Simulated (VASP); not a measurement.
# TaN (P-62m) in VASP: a series of runs

Runs on TaN. Level: PBEsol. Tasks: single point, relaxation of cell and atoms.

All numbers are computed with VASP 6.6.1; they aren't measurements. Logs are shortened: lines on timing, memory, paths and dates and some standing lists are left out, and cuts for length are marked.

### Step 1. The cell of the first run

The structure is hexagonal, space group P-62m (No. 189). The conventional cell has a = 5.180 Å, b = 5.180 Å, c = 2.894 Å, α = 90.00°, β = 90.00°, γ = 120.00°. Ta (site symmetry -6) has 6 N at 2.15 Å and 5 Ta at 2.89 to 2.99 Å within 3.0 Å. Ta (site symmetry -62m) has 3 N at 2.04 Å within 2.7 Å. N (site symmetry m2m) has 5 Ta at 2.04 to 2.15 Å and 6 N at 2.76 to 2.89 Å within 2.9 Å.

### Step 2. Single point, PBEsol

File INCAR:

```
PREC = Accurate
ENCUT = 520
EDIFF = 1E-6
ISMEAR = 0
SIGMA = 0.1
LREAL = F
LASPH = T
NELM = 100
ALGO = Normal
ISIF = 2
LWAVE = F
LCHARG = F
GGA = PS
NBANDS = 60
```

File KPOINTS:

```
regular mesh
0
Gamma
  6 6 6
```

File POSCAR:

```
TaN
1.0
    2.5902357644     -4.4864199475      0.0000000000
   -5.1804715288      0.0000000000      0.0000000000
    0.0000000000      0.0000000000     -5.7884547414
Ta N
6 6
Direct
    0.3333333333      0.6666666667      0.2500000000
    0.3333333333      0.6666666667      0.7500000000
    0.6666666667      0.3333333333      0.2500000000
    0.6666666667      0.3333333333      0.7500000000
    0.0000000000      1.0000000000      0.5000000000
    0.0000000000      1.0000000000      0.0000000000
    0.0000000000      0.6067040394      0.5000000000
    0.0000000000      0.6067040394      0.0000000000
    0.3932959606      0.3932959606      0.5000000000
    0.3932959606      0.3932959606      0.0000000000
    0.6067040394      0.0000000000      0.5000000000
    0.6067040394      0.0000000000      0.0000000000
```

Potentials or basis: VASP PAW PBE potentials, release 64 (Ta_pv, N).

Command:

```sh
$ cat potpaw_PBE.64/Ta_pv/POTCAR potpaw_PBE.64/N/POTCAR > POTCAR
$ mpirun -np 1 vasp_std > vasp.out
```

OUTCAR:

```text
PREC = Accurate
   ENCUT = 520
   EDIFF = 1E-6
   ISMEAR = 0
   LREAL = F
   LASPH = T
   NELM = 100
   ISIF = 2
   GGA = PS

 ion  position               nearest neighbor table
   1  0.333  0.667  0.250-   7 2.15   8 2.15  11 2.15  12 2.15   9 2.15  10 2.15   2 2.89   2 2.89
                             3 2.99   3 2.99   3 2.99   5 3.32   6 3.32   6 3.32   5 3.32   6 3.32
   2  0.333  0.667  0.750-   7 2.15   8 2.15  11 2.15  12 2.15   9 2.15  10 2.15   1 2.89   1 2.89
                             4 2.99   4 2.99   4 2.99   5 3.32   6 3.32   6 3.32   5 3.32   6 3.32
   3  0.667  0.333  0.250-  11 2.15  12 2.15   7 2.15   8 2.15   9 2.15  10 2.15   4 2.89   4 2.89
                             1 2.99   1 2.99   1 2.99   5 3.32   6 3.32   5 3.32   6 3.32   5 3.32
   4  0.667  0.333  0.750-  11 2.15  12 2.15   7 2.15   8 2.15   9 2.15  10 2.15   3 2.89   3 2.89
                             2 2.99   2 2.99   2 2.99   5 3.32   6 3.32   5 3.32   6 3.32   5 3.32
   5  0.000  0.000  0.500-   9 2.04  11 2.04   7 2.04   6 2.89   6 2.89   2 3.32   3 3.32   4 3.32
                             1 3.32   4 3.32   3 3.32   1 3.32   2 3.32   3 3.32   4 3.32   2 3.32
   6  0.000  0.000  0.000-  10 2.04  12 2.04   8 2.04   5 2.89   5 2.89   2 3.32   3 3.32   4 3.32
                             1 3.32   4 3.32   3 3.32   1 3.32   2 3.32   3 3.32   4 3.32   2 3.32
   7  0.000  0.607  0.500-   5 2.04   2 2.15   1 2.15   4 2.15   3 2.15
   8  0.000  0.607  0.000-   6 2.04   2 2.15   1 2.15   4 2.15   3 2.15
   9  0.393  0.393  0.500-   5 2.04   4 2.15   3 2.15   2 2.15   1 2.15
  10  0.393  0.393  0.000-   6 2.04   4 2.15   3 2.15   2 2.15   1 2.15
  11  0.607  0.000  0.500-   5 2.04   4 2.15   3 2.15   2 2.15   1 2.15
  12  0.607  0.000  0.000-   6 2.04   4 2.15   3 2.15   2 2.15   1 2.15

  LATTYP: Found a hexagonal cell.
 ALAT       =     5.1804715288
 C/A-ratio  =     1.1173605934

  Lattice vectors:

 A1 = (   2.5902357644,  -4.4864199475,   0.0000000000)
 A2 = (  -5.1804715288,   0.0000000000,   0.0000000000)
 A3 = (   0.0000000000,   0.0000000000,  -5.7884547414)

Analysis of symmetry for initial positions (statically):
=====================================================================
 Subroutine PRICEL returns following result:

  LATTYP: Found a hexagonal cell.
 ALAT       =     5.1804715288
 C/A-ratio  =     0.5586802967

  Lattice vectors:

 A1 = (   2.5902357644,  -4.4864199475,   0.0000000000)
 A2 = (  -5.1804715288,   0.0000000000,   0.0000000000)
 A3 = (   0.0000000000,   0.0000000000,  -2.8942273707)

   2 primitive cells build up your supercell.

 Routine SETGRP: Setting up the symmetry group for a
 hexagonal supercell.

 Subroutine GETGRP returns: Found 12 space group operations
 (whereof 12 operations were pure point group operations)
 out of a pool of 24 trial point group operations.

The static configuration has the point symmetry D_3h.

Analysis of symmetry for dynamics (positions and initial velocities):
=====================================================================
 Subroutine PRICEL returns following result:

  LATTYP: Found a hexagonal cell.
 ALAT       =     5.1804715288
 C/A-ratio  =     0.5586802967

  Lattice vectors:

 A1 = (   2.5902357644,  -4.4864199475,   0.0000000000)
 A2 = (  -5.1804715288,   0.0000000000,   0.0000000000)
 A3 = (   0.0000000000,   0.0000000000,  -2.8942273707)

   2 primitive cells build up your supercell.

 Routine SETGRP: Setting up the symmetry group for a
 hexagonal supercell.

 Subroutine GETGRP returns: Found 12 space group operations
 (whereof 12 operations were pure point group operations)
 out of a pool of 24 trial point group operations.

The dynamic configuration has the point symmetry D_3h.

 Subroutine INISYM returns: Found 12 space group operations
 (whereof 12 operations are pure point group operations),
 and found     2 'primitive' translations

----------------------------------------------------------------------------------------

                                     Primitive cell

  volume of cell :      67.2670

  direct lattice vectors                    reciprocal lattice vectors
     2.590235764 -4.486419947  0.000000000     0.000000000 -0.222894872  0.000000000
    -5.180471529  0.000000000  0.000000000    -0.193032622 -0.111447436  0.000000000
     0.000000000  0.000000000 -2.894227371     0.000000000  0.000000000 -0.345515356

  length of vectors
     5.180471529  5.180471529  2.894227371     0.222894872  0.222894872  0.345515356

  position of ions in fractional coordinates (direct lattice)
     0.333333333  0.666666667  0.500000000
     0.666666667  0.333333333  0.500000000
     0.000000000  0.000000000  0.000000000
     0.000000000  0.606704039  0.000000000
     0.393295961  0.393295961  0.000000000
     0.606704039  0.000000000  0.000000000

  ion indices of the primitive-cell ions
   primitive index   ion index
                 1           1
                 2           3
                 3           5
                 4           7
                 5           9
                 6          11

----------------------------------------------------------------------------------------

 KPOINTS: regular mesh

Automatic generation of k-mesh.
 Grid dimensions read from file:
 generate k-points for:    6    6    6

 Generating k-lattice:

  Cartesian coordinates                     Fractional coordinates (reciprocal lattice)
     0.000000000 -0.037149145  0.000000000     0.166666667  0.000000000  0.000000000
    -0.032172104 -0.018574573  0.000000000     0.000000000  0.166666667  0.000000000
     0.000000000  0.000000000 -0.028792946     0.000000000  0.000000000  0.166666667

  Length of vectors
     0.037149145  0.037149145  0.028792946

  Shift w.r.t. Gamma in fractional coordinates (k-lattice)
     0.000000000  0.000000000  0.000000000

 Subroutine IBZKPT returns following result:
 ===========================================

 Found     28 irreducible k-points:

 Following reciprocal coordinates:
            Coordinates               Weight
  0.000000  0.000000  0.000000      1.000000
  0.166667  0.000000  0.000000      6.000000
  0.333333  0.000000  0.000000      6.000000
  0.500000  0.000000  0.000000      3.000000
  0.166667  0.166667  0.000000      6.000000
  0.333333  0.166667  0.000000     12.000000
[... 16 lines left out ...]
  0.166667  0.000000  0.500000      6.000000
  0.333333  0.000000  0.500000      6.000000
 [... further k-points ...]
   k-points           NKPTS =     28   k-points in BZ     NKDIM =     28   number of bands    NBANDS=     60
   number of dos      NEDOS =    301   number of ions     NIONS =     12
   total plane-waves  NPLWV =  76800
   dimension x,y,z NGX =    40 NGY =   40 NGZ =   48
   dimension x,y,z NGXF=    80 NGYF=   80 NGZF=   96
   ions per type =               6   6
   NGX,Y,Z   is equivalent  to a cutoff of  12.84, 12.84, 13.79 a.u.
   NGXF,Y,Z  is equivalent  to a cutoff of  25.67, 25.67, 27.57 a.u.
 SYSTEM =  unknown system
   PREC   = accura    normal or accurate (medium, high low for compatibility)
   ISTART =      0    job   : 0-new  1-cont  2-samecut
   ICHARG =      2    charge: 1-file 2-atom 10-const
   ISPIN  =      1    spin polarized calculation?
   LNONCOLLINEAR =      F non collinear calculations
   LSORBIT =      F    spin-orbit coupling
   LASPH  =      T    aspherical Exc in radial PAW
   ENCUT  =  520.0 eV  38.22 Ry    6.18 a.u.   9.63  9.63 10.76*2*pi/ulx,y,z
   NELM   =    100;   NELMIN=  2; NELMDL= -5     # of ELM steps
   EDIFF  = 0.1E-05   stopping-criterion for ELM
   LREAL  =      F    real-space projection
[... 7 lines left out ...]
   TEBEG  =    0.0;   TEEND  =   0.0 temperature during run
   PSTRESS=    0.0 pullay stress
   NELECT =      96.0000    total number of electrons
   NUPDOWN=      -1.0000    fix difference up-down
   EMIN   =  10.00;   EMAX   =-10.00  energy-range for DOS
   EFERMI =   0.00;   METHOD = LEGACY
   ISMEAR =     0;   SIGMA  =   0.10  broadening in eV -4-tet -1-fermi 0-gaus
   EFERMI_NEDOS =   21; number of points for ismear=-14 and -15
   IALGO  =     38    algorithm
   IMIX   =      4    mixing-type and parameters
     AMIX     =   0.40;   BMIX     =  1.00
     AMIX_MAG =   1.60;   BMIX_MAG =  1.00
  volume/ion in A,a.u.               =      11.21        75.66
  Fermi-wavevector in a.u.,A,eV,Ry     =   1.462922  2.764522 29.118399  2.140142
  Thomas-Fermi vector in A             =   2.579078
   LORBIT       =      0    0 simple, 1 ext, 2 COOP (PROOUT), +10 PAW based schemes
   GGA     = PS    functional components
   LHFCALC =     F    Hartree Fock is set to
   AEXX    =    0.0000 exact exchange contribution
   IVDW    =     0    specifies the selected vdW correction
   LEPSILON=     F    determine dielectric tensor
   LRPA    =     F    only Hartree local field effects (RPA)
 non-spin polarized calculation
 Gauss-broadening in eV      SIGMA  =   0.10
  energy-cutoff  :      520.00
  volume of cell :      134.53
 maximum number of plane-waves:      3657
 NGX is ok and might be reduce to    40

 number of electron      96.0000000 magnetization

 Free energy of the ion-electron system (eV)
  ---------------------------------------------------
  ext. energy  EPLUGINS =         0.00000000
  ---------------------------------------------------
  free energy    TOTEN  =      -142.90223439 eV

  energy without entropy =     -142.89814666  energy(sigma->0) =     -142.90019053

 E-fermi :   8.2918     XC(G=0): -13.2241

 val. band max:        8.1458493292   @ k =   0.1667   0.0000   0.1667
 cond. band min:       8.2953293300   @ k =   0.1667   0.0000   0.3333
 fundamental gap:      0.1494800008
 Fermi energy:         8.2918013875

 k-point     1 :       0.0000    0.0000    0.0000
  band No.  band energies     occupation
      1     -28.2228      2.00000
      2     -28.0207      2.00000
      3     -27.8719      2.00000
      4     -27.8719      2.00000
      5     -27.7120      2.00000
      6     -27.7120      2.00000
[... 1501 lines left out ...]
     59      11.4331      0.00000
     60      11.4548      0.00000

 [... further k-points ...]

------------------------ aborting loop because EDIFF is reached ----------------------------------------

  FORCE on cell =-STRESS in cart. coord.  units (eV):
  Direction    XX          YY          ZZ          XY          YZ          ZX
  --------------------------------------------------------------------------------------
  -------------------------------------------------------------------------------------
  Total        0.7705097      0.7705097      0.6585586      0.0000000      0.0000000      0.0000000
  in kB        9.1760721      9.1760721      7.8428367      0.0000000      0.0000000      0.0000000
  external PRESSURE =       8.7316603 kB  Pullay stress =       0.0000000 kB

 VOLUME and BASIS-vectors are now :
 -----------------------------------------------------------------------------
  energy-cutoff  :      520.00
  volume of cell :      134.53
      direct lattice vectors                 reciprocal lattice vectors
     2.590235764 -4.486419947  0.000000000     0.000000000 -0.222894872  0.000000000
    -5.180471529  0.000000000  0.000000000    -0.193032622 -0.111447436  0.000000000
     0.000000000  0.000000000 -5.788454741     0.000000000  0.000000000 -0.172757678

 POSITION                                       TOTAL-FORCE (eV/Angst)
 -----------------------------------------------------------------------------------
     -2.59024     -1.49547     -1.44711         0.000000      0.000000     -0.000000
     -2.59024     -1.49547     -4.34134         0.000000      0.000000     -0.000000
      0.00000     -2.99095     -1.44711         0.000000      0.000000     -0.000000
      0.00000     -2.99095     -4.34134         0.000000      0.000000     -0.000000
      0.00000      0.00000     -2.89423         0.000000      0.000000      0.000000
      0.00000      0.00000      0.00000         0.000000      0.000000      0.000000
     -3.14301      0.00000     -2.89423         0.012239      0.000000     -0.000000
     -3.14301      0.00000      0.00000         0.012239      0.000000     -0.000000
     -1.01873     -1.76449     -2.89423        -0.006120     -0.010599      0.000000
     -1.01873     -1.76449      0.00000        -0.006120     -0.010599     -0.000000
      1.57151     -2.72193     -2.89423        -0.006120      0.010599      0.000000
      1.57151     -2.72193      0.00000        -0.006120      0.010599      0.000000
 -----------------------------------------------------------------------------------
    total drift:                               -0.000003     -0.000005      0.000000

  FREE ENERGIE OF THE ION-ELECTRON SYSTEM (eV)
  ---------------------------------------------------
  free  energy   TOTEN  =      -142.9022343892 eV

  energy  without entropy=     -142.8981466643  energy(sigma->0) =     -142.90019053
```

Wall time 2 min (1 thread of Intel Xeon 6975P-C (Granite Rapids), shared host); peak memory 0.34 GiB.

Results:

```yaml
Free_energy: -142.9022 eV
Pressure: 0.9 GPa
Largest_force: 0.012 eV/Å
Band_gap_on_the_k_mesh: zero (bands 48 and 49 overlap by 0.10 eV)
```

Forces in eV/Å, atoms in the order of the input:
```
Ta   0.000  0.000  0.000
Ta   0.000  0.000  0.000
Ta   0.000  0.000  0.000
Ta   0.000  0.000  0.000
Ta   0.000  0.000  0.000
Ta   0.000  0.000  0.000
N    0.012  0.000  0.000
N    0.012  0.000  0.000
N   -0.006 -0.011  0.000
N   -0.006 -0.011  0.000
N   -0.006  0.011  0.000
N   -0.006  0.011  0.000
```

Caveat: the PAW data sets were made with another functional, which shifts forces and pressure a little; spin-orbit coupling is left out, which moves the levels of the heavy elements.

### Step 3. Single point, PBEsol

This run uses another cell than the first one: it holds 6 atoms, not 12.

File INCAR:

```
  PREC = Accurate
  ENCUT = 520
  EDIFF = 1E-7
  ISMEAR = 0
  SIGMA = 0.1
  LREAL = F
  LASPH = T
  NELM = 60
  ALGO = Normal
  ISIF = 2
  LWAVE = F
  LCHARG = F
  GGA = PS
  NBANDS = 33
```

File KPOINTS:

```
Automatic mesh
0
Gamma
  12 12 12
```

File POSCAR:

```
TaN
1.0
    5.1789208695      0.0000000000      0.0000000000
   -2.5894604347      4.4850770372      0.0000000000
    0.0000000000      0.0000000000      2.8959972730
Ta N
3 3
Direct
    0.3333333333      0.6666666667      0.5000000000
    0.6666666667      0.3333333333      0.5000000000
    0.0000000000      0.0000000000      0.0000000000
    0.3933709412      0.0000000000      0.0000000000
    0.6066290588      0.6066290588      0.0000000000
    0.0000000000      0.3933709412      0.0000000000
```

Potentials or basis: VASP PAW PBE potentials, release 64 (Ta_pv, N).

Command:

```sh
$ cat potpaw_PBE.64/Ta_pv/POTCAR potpaw_PBE.64/N/POTCAR > POTCAR
$ mpirun -np 1 vasp_std > vasp.out
```

Wall time 1.8 min (1 thread of Intel Xeon 6975P-C (Granite Rapids), shared host); peak memory 0.35 GiB.

Results (log left out):

```yaml
Free_energy: -71.4504 eV
Pressure: 0.9 GPa
Largest_force: 0.009 eV/Å
Band_gap_on_the_k_mesh: zero (bands 24 and 25 overlap by 3.21 eV)
```

Forces in eV/Å, atoms in the order of the input:
```
Ta   0.000  0.000  0.000
Ta   0.000  0.000  0.000
Ta   0.000  0.000  0.000
N    0.009  0.000  0.000
N   -0.005 -0.008  0.000
N   -0.005  0.008  0.000
```

Stress tensor (GPa, compression positive):
```
0.92 0.00 0.00
0.00 0.92 0.00
0.00 0.00 0.80
```

Levels at points of the mesh, in eV from the Fermi level:
| k point | band 21 | band 22 | band 23 | band 24 | band 25 | band 26 | band 27 | band 28 |
| --- | --- | --- | --- | --- | --- | --- | --- | --- |
| (0.00, 0.00, 0.00) | -4.36 | -3.41 | -2.04 | -1.02 | -1.02 | 0.50 | 0.50 | 1.76 |
| (0.50, 0.00, 0.00) | -4.02 | -4.00 | -2.96 | -2.76 | 1.16 | 1.73 | 1.85 | 2.36 |
| (0.00, 0.00, 0.50) | -4.42 | -3.01 | -3.01 | 1.85 | 1.85 | 1.97 | 2.12 | 2.12 |
| (0.50, 0.00, 0.50) | -4.12 | -3.40 | -2.06 | -1.06 | 0.42 | 1.29 | 3.21 | 3.25 |

Caveat: the PAW data sets were made with another functional, which shifts forces and pressure a little; spin-orbit coupling is left out, which moves the levels of the heavy elements.

(Continued in part 2 of 2.)
